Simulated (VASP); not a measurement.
Here is a VASP 6.6.1 calculation.

INCAR

```
ALGO = Normal ; EDIFF = 1E-7
ENCUT = 520 ; GGA = PE
GGA_COMPAT = F ; ISIF = 2
ISMEAR = -1 ; LASPH = T
LCHARG = T ; LNONCOLLINEAR = T
LORBIT = 11 ; LORBMOM = T
LREAL = F ; LSORBIT = T
LVHAR = T ; LWAVE = F
MAGMOM = 0 0 0 0 0 0 ; NBANDS = 16
NELM = 150 ; PREC = Accurate
SIGMA = 0.05
```

Contents of KPOINTS:

```
k-points
0
Gamma
  18 18 10
```

POSCAR

```
Mg
1.0
    3.1986355953      0.0000000000      0.0000000000
   -1.5993177977      2.7700996830      0.0000000000
    0.0000000000      0.0000000000      5.1789881039
Mg
2
Direct
    0.3333333333      0.6666666667      0.2500000000
    0.6666666667      0.3333333333      0.7500000000
```

Potentials or basis: VASP PAW PBE potentials, release 64 (Mg).

Command:

```bash
$ cat potpaw_PBE.64/Mg/POTCAR > POTCAR
$ mpirun -np 1 vasp_ncl > vasp.out
```

Question: Estimate the pressure.

Answer: -0.1 GPa.

Question: Predict the net moment.

Answer: 0.00 μB per cell.

Moments on the atoms (μB; x, y, z):
```
Mg  0.00 0.00 0.00
Mg  0.00 0.00 0.00
```
